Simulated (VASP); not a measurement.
# Al7P8 (a cell with a defect) in VASP: further runs

The runs below take Al7P8 (a cell with a defect) through single point, with PBE.

Program: VASP 6.6.1. These are calculated values, not measurements. Logs are shortened: lines on timing, memory, paths and dates and some standing lists are left out, and cuts for length are marked.

### 1 The cell of the first run

The cell holds a defect, 15 atoms: a = 7.788 Å, b = 7.788 Å, c = 7.788 Å, α = 60.00°, β = 60.00°, γ = 60.00°.

### 2 Single point, PBE

INCAR

```
SYSTEM = Al7P8
  PREC = Accurate
  ENCUT = 520
  EDIFF = 1E-6
  ISMEAR = 0
  SIGMA = 0.05
  LREAL = Auto
  LASPH = .True.
  NELM = 60
  ALGO = Normal
  ISIF = 2
  LWAVE = .False.
  LCHARG = .False.
  GGA = PE
  NELECT = 64.0
  NBANDS = 44
```

KPOINTS

```
regular mesh
0
Gamma
  4 4 4
  0 0 0
```

POSCAR

```
Al7P8
1.0
   -5.5068011416      5.5068011416      0.0000000000
   -5.5068011416      0.0000000000      5.5068011416
    0.0000000000      5.5068011416      5.5068011416
Al P
7 8
Direct
   -0.0928969445      0.4929335435     -0.0070665345
    0.4959489965      0.0182542455      0.0218675955
    0.4959489965      0.5218676735      0.5182541419
    0.0071238272     -0.0466772802      0.0107883867
    0.0071238272      0.5107882830      0.4533227977
    0.5232416109     -0.0104166645      0.4895832318
   -0.0037756039      0.0015173056      0.5015172019
    0.5543926359      0.6535640034      0.1535639255
    0.1333519190      0.5891125204      0.0891124425
    0.6411173037      0.1469185974      0.1193485080
    0.6411173037      0.6193484043      0.6469186754
    0.1088136260      0.1249692848      0.1214338384
    0.1088136260      0.6214339164      0.6249691811
    0.6177303143      0.1363684616      0.6363685395
    0.1369485624      0.1200178621      0.6200177584
```

Potentials or basis: VASP PAW PBE potentials, release 64 (Al, P).

Run with:

```sh
$ cat potpaw_PBE.64/Al/POTCAR potpaw_PBE.64/P/POTCAR > POTCAR
$ mpirun -np 1 vasp_std > vasp.out
```

OUTCAR:

```text
SYSTEM = Al7P8
   PREC = Accurate
   ENCUT = 520
   EDIFF = 1E-6
   ISMEAR = 0
   LREAL = Auto
   LASPH = .True.
   NELM = 60
   ISIF = 2
   GGA = PE
   NELECT = 64.0

 ion  position               nearest neighbor table
   1  0.907  0.493  0.993-   8 2.32  12 2.43  13 2.43   9 2.73
   2  0.496  0.018  0.022-   8 2.36  10 2.37  14 2.45  12 2.49
   3  0.496  0.522  0.518-   8 2.36  11 2.37  14 2.45  13 2.49
   4  0.007  0.953  0.011-   9 2.34  10 2.38  12 2.46  15 2.50
   5  0.007  0.511  0.453-   9 2.34  11 2.38  13 2.46  15 2.50
   6  0.523  0.990  0.490-  10 2.37  11 2.37  15 2.46  14 2.48
   7  0.996  0.002  0.502-  15 2.40  14 2.41  12 2.42  13 2.42
   8  0.554  0.654  0.154-   1 2.32   3 2.36   2 2.36
   9  0.133  0.589  0.089-   4 2.34   5 2.34   1 2.73
  10  0.641  0.147  0.119-   6 2.37   2 2.37   4 2.38
  11  0.641  0.619  0.647-   6 2.37   3 2.37   5 2.38
  12  0.109  0.125  0.121-   7 2.42   1 2.43   4 2.46   2 2.49
  13  0.109  0.621  0.625-   7 2.42   1 2.43   5 2.46   3 2.49
  14  0.618  0.136  0.636-   7 2.41   2 2.45   3 2.45   6 2.48
  15  0.137  0.120  0.620-   7 2.40   6 2.46   5 2.50   4 2.50

  LATTYP: Found a face centered cubic cell.
 ALAT       =    11.0136022832

  Lattice vectors:

 A1 = (  -5.5068011416,   5.5068011416,   0.0000000000)
 A2 = (  -5.5068011416,   0.0000000000,   5.5068011416)
 A3 = (   0.0000000000,   5.5068011416,   5.5068011416)

Analysis of symmetry for initial positions (statically):
[... 5 lines left out ...]
 face centered cubic supercell.

 Subroutine GETGRP returns: Found  2 space group operations
 (whereof  1 operations were pure point group operations)
 out of a pool of 48 trial point group operations.

The static configuration has the point symmetry C_1 .
 The point group associated with its full space group is C_1h.

Analysis of symmetry for dynamics (positions and initial velocities):
[... 5 lines left out ...]
 face centered cubic supercell.

 Subroutine GETGRP returns: Found  2 space group operations
 (whereof  1 operations were pure point group operations)
 out of a pool of 48 trial point group operations.

The dynamic configuration has the point symmetry C_1 .
 The point group associated with its full space group is C_1h.

 Subroutine INISYM returns: Found  2 space group operations
 (whereof  1 operations are pure point group operations),
 and found     1 'primitive' translations

[... 129 lines left out ...]
   PSTRESS=    0.0 pullay stress
   NELECT =      64.0000    total number of electrons
   NUPDOWN=      -1.0000    fix difference up-down
   EMIN   =  10.00;   EMAX   =-10.00  energy-range for DOS
   EFERMI =   0.00;   METHOD = LEGACY
   ISMEAR =     0;   SIGMA  =   0.05  broadening in eV -4-tet -1-fermi 0-gaus
   EFERMI_NEDOS =   21; number of points for ismear=-14 and -15
   IALGO  =     38    algorithm
   IMIX   =      4    mixing-type and parameters
     AMIX     =   0.40;   BMIX     =  1.00
     AMIX_MAG =   1.60;   BMIX_MAG =  1.00
  volume/ion in A,a.u.               =      22.27       150.26
  Fermi-wavevector in a.u.,A,eV,Ry     =   0.943826  1.783573 12.120181  0.890808
  Thomas-Fermi vector in A             =   2.071572
   LORBIT       =      0    0 simple, 1 ext, 2 COOP (PROOUT), +10 PAW based schemes
   GGA     = PE    functional components
   LHFCALC =     F    Hartree Fock is set to
   AEXX    =    0.0000 exact exchange contribution
   IVDW    =     0    specifies the selected vdW correction
   LEPSILON=     F    determine dielectric tensor
   LRPA    =     F    only Hartree local field effects (RPA)
 non-spin polarized calculation
 Gauss-broadening in eV      SIGMA  =   0.05
  energy-cutoff  :      520.00
  volume of cell :      333.99
 maximum number of plane-waves:      9089
 NGX is ok and might be reduce to    60
   NGX = 29   NGY = 29   NGZ = 29

 number of electron      64.0000000 magnetization

 Free energy of the ion-electron system (eV)
  ---------------------------------------------------
  ext. energy  EPLUGINS =         0.00000000
  ---------------------------------------------------
  free energy    TOTEN  =       -60.90947509 eV

  energy without entropy =      -60.90947509  energy(sigma->0) =      -60.90947509

 E-fermi :   4.8977     XC(G=0):  -9.1129

 val. band max:        4.6734030894   @ k =   0.0000  -0.2500   0.2500
 cond. band min:       5.1159183675   @ k =   0.0000   0.0000   0.0000
 fundamental gap:      0.4425152781
 Fermi energy:         4.8977203173

 k-point     1 :       0.0000    0.0000    0.0000
  band No.  band energies     occupation
      1      -7.5158      2.00000
      2      -6.0282      2.00000
      3      -5.9856      2.00000
      4      -5.9158      2.00000
      5      -5.4815      2.00000
      6      -5.0696      2.00000
[... 1117 lines left out ...]
     43       8.4996      0.00000
     44       8.6507      0.00000

------------------------ aborting loop because EDIFF is reached ----------------------------------------

  FORCE on cell =-STRESS in cart. coord.  units (eV):
  Direction    XX          YY          ZZ          XY          YZ          ZX
  --------------------------------------------------------------------------------------
  -------------------------------------------------------------------------------------
  Total       18.9008226     18.9008226     19.9203567      1.1147925     -0.7070953      0.7070953
  in kB       90.6698947     90.6698947     95.5607426      5.3478160     -3.3920354      3.3920351
  external PRESSURE =      92.3001773 kB  Pullay stress =       0.0000000 kB

 VOLUME and BASIS-vectors are now :
 -----------------------------------------------------------------------------
  energy-cutoff  :      520.00
  volume of cell :      333.99
      direct lattice vectors                 reciprocal lattice vectors
    -5.506801142  5.506801142  0.000000000    -0.090796814  0.090796814 -0.090796814
    -5.506801142  0.000000000  5.506801142    -0.090796814 -0.090796814  0.090796814
     0.000000000  5.506801142  5.506801142     0.090796814  0.090796814  0.090796814

 POSITION                                       TOTAL-FORCE (eV/Angst)
 -----------------------------------------------------------------------------------
     -7.70972     10.46312      8.18237        -1.121657      1.121657      0.721583
     -2.83162      2.85151      0.22094         0.017622      0.099301     -0.088952
     -5.60491      5.58502      5.72774        -0.099301     -0.017622     -0.088952
     -5.28899      0.09864      5.30917         0.107955     -0.203976      0.032602
     -2.85204      2.53559      5.30917         0.203976     -0.107955      0.032602
     -8.33083      5.57743      8.14548         0.038496     -0.038496     -0.116852
     -5.49437      8.24777      2.77011         0.027535     -0.027535      0.043479
     -6.65198      3.89858      4.44469         0.259102     -0.259102     -0.206260
     -3.97847      1.22507      3.73485         0.273300     -0.273300     -0.032544
     -4.33956      4.18773      1.46628         0.109328     -0.119892      0.012627
     -6.94113      7.09296      6.97308         0.119892     -0.109328      0.012627
     -1.28740      1.26793      1.35689         0.083483      0.085339     -0.135288
     -4.02133      4.04080      6.86369        -0.085339     -0.083483     -0.135288
     -4.15267      6.90607      4.25531         0.041289     -0.041289     -0.027254
     -1.41506      4.16846      4.07523         0.024321     -0.024321     -0.024132
 -----------------------------------------------------------------------------------
    total drift:                               -0.004193      0.005419      0.007134

  FREE ENERGIE OF THE ION-ELECTRON SYSTEM (eV)
  ---------------------------------------------------
  free  energy   TOTEN  =       -60.9094750881 eV

  energy  without entropy=      -60.9094750881  energy(sigma->0) =      -60.90947509
```

OSZICAR:

```text
N       E                     dE             d eps       ncg     rms          rms(c)
DAV:   1     0.218242107426E+03    0.21824E+03   -0.24132E+04  2112   0.119E+03
DAV:   2    -0.438509759709E+02   -0.26209E+03   -0.24762E+03  2632   0.177E+02
DAV:   3    -0.642453651011E+02   -0.20394E+02   -0.20156E+02  2704   0.487E+01
DAV:   4    -0.647161550502E+02   -0.47079E+00   -0.46904E+00  2612   0.879E+00
DAV:   5    -0.647317368257E+02   -0.15582E-01   -0.15570E-01  2880   0.156E+00    0.124E+01
DAV:   6    -0.611921408103E+02    0.35396E+01   -0.76939E+00  2468   0.779E+00    0.766E+00
DAV:   7    -0.609166330937E+02    0.27551E+00   -0.20618E+00  2776   0.427E+00    0.409E+00
DAV:   8    -0.609067597675E+02    0.98733E-02   -0.17216E-01  2508   0.147E+00    0.867E-01
DAV:   9    -0.609082706867E+02   -0.15109E-02   -0.11479E-02  2584   0.423E-01    0.398E-01
DAV:  10    -0.609092739599E+02   -0.10033E-02   -0.24632E-03  2780   0.183E-01    0.104E-01
DAV:  11    -0.609094190238E+02   -0.14506E-03   -0.55737E-04  2512   0.808E-02    0.581E-02
DAV:  12    -0.609094555181E+02   -0.36494E-04   -0.69214E-05  2588   0.314E-02    0.293E-02
DAV:  13    -0.609094744217E+02   -0.18904E-04   -0.24289E-05  2304   0.196E-02    0.676E-03
DAV:  14    -0.609094750881E+02   -0.66646E-06   -0.10949E-06  1864   0.448E-03
   1 F= -.60909475E+02 E0= -.60909475E+02  d E =-.405561E-11
```

stdout:

```text
POSCAR found type information on POSCAR AlP
 POSCAR found :  2 types and      15 ions
 scaLAPACK will be used
 LDA part: xc-table for (Slater+PW92), standard interpolation
 POSCAR, INCAR and KPOINTS ok, starting setup
 FFT: planning ... GRIDC
 FFT: planning ... GRID_SOFT
 FFT: planning ... GRID
 WAVECAR not read
 entering main loop
 the old and the new charge density differ
 old charge density:    61.00000 new   64.00000
    0.124E+01
```

Run time: 11 min. Hardware: 1 thread of AMD EPYC 9R45 (Zen 5), shared host; peak memory 0.54 GiB.

Results:

- Free energy: -60.9095 eV
- Largest force: 1.743 eV/Å

Forces in eV/Å, atoms in the order of the input:
```
Al  -1.122  1.122  0.722
Al   0.018  0.099 -0.089
Al  -0.099 -0.018 -0.089
Al   0.108 -0.204  0.033
Al   0.204 -0.108  0.033
Al   0.038 -0.038 -0.117
Al   0.028 -0.028  0.043
P    0.259 -0.259 -0.206
P    0.273 -0.273 -0.033
P    0.109 -0.120  0.013
P    0.120 -0.109  0.013
P    0.083  0.085 -0.135
P   -0.085 -0.083 -0.135
P    0.041 -0.041 -0.027
P    0.024 -0.024 -0.024
```

Levels at points of the mesh, in eV from the Fermi level:
```
           k point  band 30  band 31  band 32  band 33  band 34  band 35
(0.00, 0.00, 0.00)    -0.48    -0.36    -0.25     0.22     0.54     0.73
(0.50, 0.00, 0.00)    -1.10    -0.52    -0.51     1.20     1.45     1.47
(0.00, 0.50, 0.00)    -1.44    -0.63    -0.26     1.23     1.26     1.41
(0.50, 0.50, 0.50)    -1.50    -0.46    -0.34     0.87     1.51     1.52
(0.50, 0.50, 0.00)    -1.52    -0.76    -0.61     1.58     1.68     2.19
(0.00, 0.50, 0.50)    -1.66    -0.73    -0.40     1.53     1.61     2.21
```

Caveat: the cell carries a net charge on a neutralising background, which shifts energy and pressure; the cell is charged against a uniform background, so pressure and absolute levels hang on convention.

### 3 Single point, PBE

INCAR

```
SYSTEM = Al7P8
PREC = Accurate
ENCUT = 520
EDIFF = 1E-6
ISMEAR = 0
SIGMA = 0.05
LREAL = Auto
LASPH = .True.
NELM = 100
ALGO = Normal
ISIF = 2
LWAVE = .False.
LCHARG = .False.
GGA = PE
NBANDS = 44
NELECT = 64.0
```

KPOINTS

```
Automatic mesh
0
Gamma
  4 4 4
  0 0 0
```

POSCAR

```
Al7P8
1.0
   -5.5068011416      5.5068011416      0.0000000000
   -5.5068011416      0.0000000000      5.5068011416
    0.0000000000      5.5068011416      5.5068011416
Al P
7 8
Direct
   -0.1871767245      0.4533056371     -0.0466944408
    0.4785445184      0.0294927120      0.0203431170
    0.4785445184      0.5203430134      0.5294927899
    0.0173975776     -0.0529345427      0.0144519473
    0.0173975776      0.5144518437      0.4470655353
    0.5130925246     -0.0041742019      0.4958258760
   -0.0062136800     -0.0013912796      0.4986086168
    0.5644126999      0.6645514167      0.1645515203
    0.1533337555      0.5909547878      0.0909547098
    0.6461976579      0.1452790793      0.1191472114
    0.6461977487      0.6191471986      0.6452790665
    0.0931400076      0.1416520190      0.1197338497
    0.0931400076      0.6197337460      0.6416520970
    0.6121816302      0.1382859995      0.6382858959
    0.1298101169      0.1213024554      0.6213025334
```

Potentials or basis: VASP PAW PBE potentials, release 64 (Al, P).

Run with:

```sh
$ cat potpaw_PBE.64/Al/POTCAR potpaw_PBE.64/P/POTCAR > POTCAR
$ mpirun -np 1 vasp_std > vasp.out
```

OUTCAR:

```text
SYSTEM = Al7P8
   PREC = Accurate
   ENCUT = 520
   EDIFF = 1E-6
   ISMEAR = 0
   LREAL = Auto
   LASPH = .True.
   NELM = 100
   ISIF = 2
   GGA = PE
   NELECT = 64.0

 ion  position               nearest neighbor table
   1  0.813  0.453  0.953-   8 2.34  13 2.59  12 2.59  11 2.73  10 2.73   5 3.30   4 3.30
   2  0.479  0.029  0.020-   8 2.33  14 2.43  10 2.45  12 2.47
[... 1372 lines left out ...]
  energy-cutoff  :      520.00
  volume of cell :      333.99
      direct lattice vectors                 reciprocal lattice vectors
    -5.506801142  5.506801142  0.000000000    -0.090796814  0.090796814 -0.090796814
    -5.506801142  0.000000000  5.506801142    -0.090796814 -0.090796814  0.090796814
     0.000000000  5.506801142  5.506801142     0.090796814  0.090796814  0.090796814

 POSITION                                       TOTAL-FORCE (eV/Angst)
 -----------------------------------------------------------------------------------
     -6.97232      9.72572      7.74593         0.009957     -0.009957      0.033653
     -2.79766      2.74728      0.27444        -0.011403     -0.019198      0.027613
     -5.50068      5.55106      5.78124         0.019198      0.011403      0.027613
     -5.31111      0.17539      5.29489         0.000461      0.020469     -0.000911
     -2.92879      2.55771      5.29489        -0.020469     -0.000461     -0.000911
     -8.30931      5.55591      8.21423        -0.002966      0.002966      0.010796
    -10.97172      8.21832      8.24488         0.001939     -0.001939     -0.019750
     -6.76766      4.01426      4.56570         0.014540     -0.014540     -0.039837
     -4.09865      1.34525      3.75514         0.013112     -0.013112      0.006649
     -4.35850      4.21460      1.45614         0.000864     -0.011662     -0.002663
     -6.96800      7.11191      6.96294         0.011662     -0.000864     -0.002663
     -1.29295      1.17225      1.43940        -0.002367      0.033803     -0.013147
     -3.92565      4.04635      6.94620        -0.033803      0.002367     -0.013147
     -4.13268      6.88608      4.27643         0.004816     -0.004816     -0.003910
     -1.38283      4.13623      4.08938        -0.005542      0.005542     -0.009385
 -----------------------------------------------------------------------------------
    total drift:                                0.003170     -0.002335      0.010247

  FREE ENERGIE OF THE ION-ELECTRON SYSTEM (eV)
  ---------------------------------------------------
  free  energy   TOTEN  =       -59.9930668422 eV

  energy  without entropy=      -59.9889157433  energy(sigma->0) =      -59.99099129
```

stdout:

```text
POSCAR found type information on POSCAR AlP
 POSCAR found :  2 types and      15 ions
 scaLAPACK will be used
 LDA part: xc-table for (Slater+PW92), standard interpolation
 POSCAR, INCAR and KPOINTS ok, starting setup
 FFT: planning ... GRIDC
 FFT: planning ... GRID_SOFT
 FFT: planning ... GRID
 WAVECAR not read
 entering main loop
 the old and the new charge density differ
 old charge density:    61.00000 new   64.00000
    0.122E+01
```

It took 12 min on 1 thread of AMD EPYC 9R45 (Zen 5), shared host; peak memory 0.54 GiB.

What came out:

```yaml
Free_energy: -59.9931 eV
Largest_force: 0.045 eV/Å
```

Forces in eV/Å, atoms in the order of the input:
```
Al   0.010 -0.010  0.034
Al  -0.011 -0.019  0.028
Al   0.019  0.011  0.028
Al   0.000  0.020 -0.001
Al  -0.020  0.000 -0.001
Al  -0.003  0.003  0.011
Al   0.002 -0.002 -0.020
P    0.015 -0.015 -0.040
P    0.013 -0.013  0.007
P    0.001 -0.012 -0.003
P    0.012 -0.001 -0.003
P   -0.002  0.034 -0.013
P   -0.034  0.002 -0.013
P    0.005 -0.005 -0.004
P   -0.006  0.006 -0.009
```

Caveat: the cell carries a net charge on a neutralising background, which shifts energy and pressure; the cell is charged against a uniform background, so pressure and absolute levels hang on convention.

[end of part 1 of 2]
